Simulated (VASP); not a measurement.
# SrO (I4/mmm) in VASP: a series of runs

Runs on SrO. Level: PBE. Tasks: single point.

Everything below comes from runs of VASP 6.6.1. Logs are shortened: lines on timing, memory, paths and dates and some standing lists are left out, and cuts for length are marked.

### 1 The cell of the first run

The structure is tetragonal, space group I4/mmm (No. 139). The conventional cell has a = 3.634 Å, b = 3.634 Å, c = 5.294 Å, α = 90.00°, β = 90.00°, γ = 90.00°. Within 3.4 Å of Sr (site symmetry 4/mmm) lie 6 O at 2.57 to 2.65 Å. Within 3.4 Å of O (site symmetry 4/mmm) lie 6 Sr at 2.57 to 2.65 Å.

### 2 Single point, PBE (strain +0.000 along x and y, +0.030 along z)

The input, INCAR:

```
SYSTEM = SrO
PREC     = Accurate       ! precision mode
ENCUT    = 520            ! plane-wave cutoff, eV
EDIFF    = 1E-6           ! SCF threshold, eV
ISMEAR   = 0              ! smearing method
SIGMA    = 0.05           ! smearing width, eV
LREAL    = .FALSE.        ! projectors in reciprocal space
LASPH    = .TRUE.         ! aspherical terms in the spheres
NELM     = 100            ! most SCF steps
ALGO     = Normal         ! electronic algorithm
ISIF     = 2              ! what is computed and relaxed
LWAVE    = .FALSE.        ! write WAVECAR
LCHARG   = .TRUE.         ! write CHGCAR
GGA      = PE             ! functional
LELF     = .TRUE.         ! ELF
LVHAR    = .TRUE.       
NBANDS   = 15             ! bands
```

The input, KPOINTS:

```
Automatic mesh
0
G
  8 8 8
  0 0 0
```

The input, POSCAR:

```
SrO
1.0
    0.0000000000      2.5698000000      2.6468940000
    2.5698000000      0.0000000000      2.6468940000
    2.5698000000      2.5698000000      0.0000000000
Sr O
1 1
Direct
    0.0000000000      0.0000000000      0.0000000000
    0.5000000000      0.5000000000      0.5000000000
```

Potentials or basis: VASP PAW PBE potentials, release 64 (Sr_sv, O).

Command:

```console
> cat potpaw_PBE.64/Sr_sv/POTCAR potpaw_PBE.64/O/POTCAR > POTCAR
> mpirun -np 1 vasp_std > vasp.out
```

OUTCAR:

```text
SYSTEM = SrO
   PREC = Accurate
   ENCUT = 520
   EDIFF = 1E-6
   ISMEAR = 0
   LREAL = .FALSE.
   LASPH = .TRUE.
   NELM = 100
   ISIF = 2
   GGA = PE

 ion  position               nearest neighbor table
   1  0.000  0.000  0.000-   2 2.57   2 2.57   2 2.57   2 2.57   2 2.65   2 2.65
   2  0.500  0.500  0.500-   1 2.57   1 2.57   1 2.57   1 2.57   1 2.65   1 2.65

  LATTYP: Found a body centered tetragonal cell.
 ALAT       =     3.6342460126
 C/A-ratio  =     1.4566399692

  Lattice vectors:

 A1 = (  -2.5698000000,   0.0000000000,   2.6468940000)
 A2 = (   2.5698000000,   0.0000000000,   2.6468940000)
 A3 = (   0.0000000000,   2.5698000000,  -2.6468940000)

Analysis of symmetry for initial positions (statically):
=====================================================================
 Subroutine PRICEL returns:
 Original cell was already a primitive cell.

 Routine SETGRP: Setting up the symmetry group for a
 body centered tetragonal supercell.

 Subroutine GETGRP returns: Found 16 space group operations
 (whereof 16 operations were pure point group operations)
 out of a pool of 16 trial point group operations.

The static configuration has the point symmetry D_4h.

Analysis of symmetry for dynamics (positions and initial velocities):
=====================================================================
 Subroutine PRICEL returns:
 Original cell was already a primitive cell.

 Routine SETGRP: Setting up the symmetry group for a
 body centered tetragonal supercell.

 Subroutine GETGRP returns: Found 16 space group operations
 (whereof 16 operations were pure point group operations)
 out of a pool of 16 trial point group operations.

The dynamic configuration has the point symmetry D_4h.

 Subroutine INISYM returns: Found 16 space group operations
 (whereof 16 operations are pure point group operations),
 and found     1 'primitive' translations

----------------------------------------------------------------------------------------

                                     Primitive cell

  volume of cell :      34.9595

  direct lattice vectors                    reciprocal lattice vectors
     0.000000000  2.569800000  2.646894000    -0.194567671  0.194567671  0.188900651
     2.569800000  0.000000000  2.646894000     0.194567671 -0.194567671  0.188900651
     2.569800000  2.569800000  0.000000000     0.194567671  0.194567671 -0.188900651

  length of vectors
     3.689162491  3.689162491  3.634246013     0.333761311  0.333761311  0.333761311

  position of ions in fractional coordinates (direct lattice)
     0.000000000  0.000000000  0.000000000
     0.500000000  0.500000000  0.500000000

  ion indices of the primitive-cell ions
   primitive index   ion index
[... 88 lines left out ...]
   EFERMI =   0.00;   METHOD = LEGACY
   ISMEAR =     0;   SIGMA  =   0.05  broadening in eV -4-tet -1-fermi 0-gaus
   EFERMI_NEDOS =   21; number of points for ismear=-14 and -15
   IALGO  =     38    algorithm
   IMIX   =      4    mixing-type and parameters
     AMIX     =   0.40;   BMIX     =  1.00
     AMIX_MAG =   1.60;   BMIX_MAG =  1.00
  volume/ion in A,a.u.               =      17.48       117.96
  Fermi-wavevector in a.u.,A,eV,Ry     =   1.261614  2.384104 21.655976  1.591669
  Thomas-Fermi vector in A             =   2.395064
   LORBIT       =      0    0 simple, 1 ext, 2 COOP (PROOUT), +10 PAW based schemes
   GGA     = PE    functional components
   LHFCALC =     F    Hartree Fock is set to
   AEXX    =    0.0000 exact exchange contribution
   IVDW    =     0    specifies the selected vdW correction
   LEPSILON=     F    determine dielectric tensor
   LRPA    =     F    only Hartree local field effects (RPA)
 non-spin polarized calculation
 Gauss-broadening in eV      SIGMA  =   0.05
  energy-cutoff  :      520.00
  volume of cell :       34.96
 maximum number of plane-waves:       962
   NGX = 13   NGY = 13   NGZ = 13

 number of electron      16.0000000 magnetization

 Free energy of the ion-electron system (eV)
  ---------------------------------------------------
  ext. energy  EPLUGINS =         0.00000000
  ---------------------------------------------------
  free energy    TOTEN  =       -12.04678844 eV

  energy without entropy =      -12.04678844  energy(sigma->0) =      -12.04678844

 E-fermi :   1.8003     XC(G=0):  -9.8926

 val. band max:        1.5639942876   @ k =   0.0000   0.0000   0.0000
 cond. band min:       4.7823810885   @ k =   0.5000   0.0000   0.5000
 fundamental gap:      3.2183868009
 Fermi energy:         1.8003076928

 k-point     1 :       0.0000    0.0000    0.0000
  band No.  band energies     occupation
      1     -30.9528      2.00000
      2     -13.5241      2.00000
      3     -12.6377      2.00000
      4     -12.6106      2.00000
      5     -12.6106      2.00000
      6       1.4730      2.00000
      7       1.5640      2.00000
      8       1.5640      2.00000
      9       5.2976      0.00000
     10       7.5400      0.00000
     11       7.7588      0.00000
     12       7.7588      0.00000
     13       9.6244      0.00000
     14       9.9788      0.00000
[... 401 lines left out ...]
      2     -14.6946      2.00000
      3     -12.7662      2.00000
      4     -12.7216      2.00000
      5     -11.6957      2.00000
      6      -0.0833      2.00000
      7       0.6960      2.00000
      8       0.8758      2.00000
      9       7.0736      0.00000
     10       8.3121      0.00000
     11       9.8658      0.00000
     12      10.0348      0.00000
     13      11.7134      0.00000
     14      12.4472      0.00000
     15      16.9554      0.00000

 [... further k-points ...]

------------------------ aborting loop because EDIFF is reached ----------------------------------------

  FORCE on cell =-STRESS in cart. coord.  units (eV):
  Direction    XX          YY          ZZ          XY          YZ          ZX
  --------------------------------------------------------------------------------------
  -------------------------------------------------------------------------------------
  Total        0.4462985      0.4462985     -0.3000345      0.0000000     -0.0000000      0.0000000
  in kB       20.4536516     20.4536516    -13.7504417      0.0000000     -0.0000000      0.0000000
  external PRESSURE =       9.0522871 kB  Pullay stress =       0.0000000 kB

 VOLUME and BASIS-vectors are now :
 -----------------------------------------------------------------------------
  energy-cutoff  :      520.00
  volume of cell :       34.96
      direct lattice vectors                 reciprocal lattice vectors
     0.000000000  2.569800000  2.646894000    -0.194567671  0.194567671  0.188900651
     2.569800000  0.000000000  2.646894000     0.194567671 -0.194567671  0.188900651
     2.569800000  2.569800000  0.000000000     0.194567671  0.194567671 -0.188900651

 POSITION                                       TOTAL-FORCE (eV/Angst)
 -----------------------------------------------------------------------------------
      0.00000      0.00000      0.00000         0.000000     -0.000000      0.000000
      2.56980      2.56980      2.64689        -0.000000      0.000000      0.000000
 -----------------------------------------------------------------------------------
    total drift:                                0.000000      0.000000      0.000000

  FREE ENERGIE OF THE ION-ELECTRON SYSTEM (eV)
  ---------------------------------------------------
  free  energy   TOTEN  =       -12.0467884443 eV

  energy  without entropy=      -12.0467884443  energy(sigma->0) =      -12.04678844
```

OSZICAR:

```text
N       E                     dE             d eps       ncg     rms          rms(c)
DAV:   1     0.699968243084E+02    0.69997E+02   -0.84061E+03  1778   0.104E+03
DAV:   2    -0.111153252643E+02   -0.81112E+02   -0.73732E+02  2430   0.222E+02
DAV:   3    -0.141977910145E+02   -0.30825E+01   -0.30660E+01  2337   0.388E+01
DAV:   4    -0.142514847668E+02   -0.53694E-01   -0.53687E-01  2261   0.490E+00
DAV:   5    -0.142526687363E+02   -0.11840E-02   -0.11840E-02  2237   0.537E-01    0.157E+01
DAV:   6    -0.122051847630E+02    0.20475E+01   -0.67937E+00  1840   0.193E+01    0.185E+01
DAV:   7    -0.120559582588E+02    0.14923E+00   -0.31677E-01  2036   0.495E+00    0.107E+01
DAV:   8    -0.120449260953E+02    0.11032E-01   -0.12218E-01  2239   0.350E+00    0.391E-01
DAV:   9    -0.120461552127E+02   -0.12291E-02   -0.61101E-03  2203   0.496E-01    0.236E-01
DAV:  10    -0.120466123942E+02   -0.45718E-03   -0.43999E-04  1931   0.198E-01    0.898E-02
DAV:  11    -0.120467692911E+02   -0.15690E-03   -0.16022E-04  1931   0.931E-02    0.278E-02
DAV:  12    -0.120467886177E+02   -0.19327E-04   -0.28649E-05  1889   0.389E-02    0.236E-02
DAV:  13    -0.120467884443E+02    0.17346E-06   -0.16466E-06  2028   0.114E-02
   1 F= -.12046788E+02 E0= -.12046788E+02  d E =-.219287E-13
```

stdout:

```text
POSCAR found type information on POSCAR SrO
 POSCAR found :  2 types and       2 ions
 scaLAPACK will be used
 LDA part: xc-table for (Slater+PW92), standard interpolation
 POSCAR, INCAR and KPOINTS ok, starting setup
 FFT: planning ... GRIDC
 FFT: planning ... GRID_SOFT
 FFT: planning ... GRID
 WAVECAR not read
 entering main loop
```

Wall time 18 s (1 thread of Intel Xeon 6975P-C, shared host); peak memory 0.18 GiB.

Results:

| Quantity | Value |
| --- | --- |
| Free energy | -12.0468 eV |
| Pressure | 0.9 GPa |
| Band gap on the k mesh | 3.22 eV, indirect (least direct gap 3.32 eV) |

Levels at points of the mesh, in eV from the valence-band top:
```csv
k point,band 5,band 6,band 7,band 8,band 9,band 10,band 11,band 12
"(0.00, 0.00, 0.00)",-14.17,-0.09,0.00,0.00,3.73,5.98,6.19,6.19
"(0.50, 0.00, 0.00)",-12.99,-2.15,-1.12,-1.12,6.40,8.19,8.64,8.69
"(0.50, 0.50, 0.00)",-14.48,-0.62,-0.10,-0.10,3.32,7.56,9.98,10.01
"(0.50, 0.00, 0.50)",-14.52,-0.45,-0.21,-0.10,3.22,7.55,9.96,10.13
```

Caveat: the cell differs from its parent crystal (strain +0.000 along x and y, +0.030 along z). A k mesh can miss the band edges.

### 3 Single point, PBE (strain +0.015 along x and y, +0.000 along z)

The input, INCAR:

```
SYSTEM = SrO
PREC = Accurate ; ENCUT = 520
EDIFF = 1E-7 ; ISMEAR = 0
SIGMA = 0.05 ; LREAL = .False.
LASPH = .True. ; NELM = 100
ALGO = Normal ; ISIF = 2
LWAVE = .False. ; LCHARG = .False.
GGA = PE ; NBANDS = 15
```

The input, KPOINTS:

```
regular mesh
0
Gamma
  8 8 8
  0 0 0
```

The input, POSCAR:

```
SrO
1.0
    0.0000000000      2.6083470000      2.5698000000
    2.6083470000      0.0000000000      2.5698000000
    2.6083470000      2.6083470000      0.0000000000
Sr O
1 1
Direct
    0.0000000000      0.0000000000      0.0000000000
    0.5000000000      0.5000000000      0.5000000000
```

Potentials or basis: VASP PAW PBE potentials, release 64 (Sr_sv, O).

Command:

```console
> cat potpaw_PBE.64/Sr_sv/POTCAR potpaw_PBE.64/O/POTCAR > POTCAR
> mpirun -np 1 vasp_std > vasp.out
```

Run time: 22 s. Hardware: 1 thread of Intel Xeon 6975P-C, shared host; peak memory 0.18 GiB.

It converged, with:

```yaml
Free_energy: -12.0523 eV
Pressure: 0.8 GPa
Band_gap_on_the_k_mesh: 3.21 eV, indirect (least direct gap 3.36 eV)
```

Stress tensor (GPa, compression positive):
```
0.14 0.00 0.00
0.00 0.14 0.00
0.00 0.00 2.00
```

Levels at points of the mesh, in eV from the valence-band top:
| k point | band 4 | band 5 | band 6 | band 7 | band 8 | band 9 | band 10 | band 11 | band 12 | band 13 |
| --- | --- | --- | --- | --- | --- | --- | --- | --- | --- | --- |
| (0.00, 0.00, 0.00) | -14.19 | -14.18 | -0.05 | -0.05 | 0.00 | 3.75 | 6.08 | 6.08 | 6.19 | 8.12 |
| (0.50, 0.00, 0.00) | -14.25 | -13.01 | -2.15 | -1.12 | -1.12 | 6.39 | 8.19 | 8.64 | 8.67 | 11.54 |
| (0.50, 0.50, 0.00) | -14.54 | -14.54 | -0.45 | -0.16 | -0.16 | 3.21 | 7.56 | 9.95 | 10.14 | 10.83 |
| (0.50, 0.00, 0.50) | -14.52 | -14.51 | -0.54 | -0.16 | -0.10 | 3.26 | 7.55 | 9.96 | 10.07 | 10.74 |

Caveat: the cell differs from its parent crystal (strain +0.015 along x and y, +0.000 along z). A k mesh can miss the band edges.
